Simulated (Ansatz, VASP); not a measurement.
**HfZr3S8 in VASP and in Ansatz**

```
CELL_PARAMETERS angstrom
3.67605 0.00000 0.00000
-1.83802 3.18355 0.00000
0.00000 0.00000 25.76522
ATOMIC_POSITIONS crystal
Zr 0.00000 0.00000 0.74968
Zr 0.00000 0.00000 0.25032
Zr 0.00000 0.00000 0.50000
Hf 0.00000 0.00000 0.00000
S 0.33333 0.66667 0.80595
S 0.33333 0.66667 0.05560
S 0.33333 0.66667 0.30658
S 0.33333 0.66667 0.55626
S 0.66667 0.33333 0.94440
S 0.66667 0.33333 0.19405
S 0.66667 0.33333 0.44374
S 0.66667 0.33333 0.69342
```

Alike in both runs: task relaxation of cell and atoms; functional PBE; k mesh 12 × 12 × 1; occupations gaussian, width 0.02 eV; no spin polarisation.

|  | VASP | Ansatz |
| --- | --- | --- |
| version | VASP 6.6.1 | Ansatz 0.2.0 |
| potentials or method | VASP PAW PBE potentials, release 64 (Zr_sv, Hf_pv, S), cutoff 600 eV | scalar-relativistic, plane waves, PAW |
| valence electrons in the cell | 94 | 110 |

|  | VASP | Ansatz | Ansatz less VASP |
| --- | --- | --- | --- |
| gap on the k mesh at the Fermi level, each at its own relaxed structure (eV) | 1.11 | 1.12 | +0.009 |
| relaxed volume (Å³/atom) | 26.19 | 26.36 | +0.172 |
| relaxed length of the cell vector where the two differ most in proportion (Å) | 26.865 | 27.023 | +0.1581 |

VASP's potentials hold 94 valence electrons a cell and Ansatz's 110, so a difference there can come from the potentials and not from the codes.

Neither program's run includes spin-orbit coupling.
